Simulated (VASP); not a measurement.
Input of a VASP 6.6.1 run:

File INCAR:

```
SYSTEM = CsCdCl3
  PREC = Accurate
  ENCUT = 520
  EDIFF = 1E-6
  ISMEAR = 0
  SIGMA = 0.02
  LREAL = .FALSE.
  LASPH = .TRUE.
  NELM = 80
  ALGO = Normal
  ISIF = 2
  LWAVE = .FALSE.
  LCHARG = .FALSE.
  GGA = CA
  NBANDS = 29
```

File KPOINTS:

```
regular mesh
0
G
  6 6 6
  0 0 0
```

The input POSCAR:

```
CsCdCl3
1.0
    5.0888950666      0.0000000000      0.0000000000
    0.0000000000      5.0888950666      0.0000000000
    0.0000000000      0.0000000000      5.2144160999
Cs Cd Cl
1 1 3
Direct
    0.0000000000      0.0000000000      0.0000000000
    0.5000000000      0.5000000000      0.5000000000
    0.0000000000      0.5000000000      0.5000000000
    0.5000000000      0.0000000000      0.5000000000
    0.5000000000      0.5000000000      0.0000000000
```

Potentials or basis: VASP PAW LDA potentials, release 64 (Cs_sv, Cd, Cl).

Launch:

```sh
$ cat potpaw_LDA.64/Cs_sv/POTCAR potpaw_LDA.64/Cd/POTCAR potpaw_LDA.64/Cl/POTCAR > POTCAR
$ mpirun -np 1 vasp_std > vasp.out
```

Task: What does it give for the band gap on the k mesh?

Result: 1.55 eV, indirect (least direct gap 2.30 eV).

Task: Predict the pressure.

Result: -0.1 GPa.

Stress tensor (GPa, compression positive):
```
 0.31  0.00  0.00
 0.00  0.31  0.00
 0.00  0.00 -0.94
```

Caveat: the cell differs from its parent crystal (uniaxial strain along c: +2.0 %, then relaxed in part); spin-orbit coupling is left out, which moves the levels of the heavy elements. A k mesh can miss the band edges.
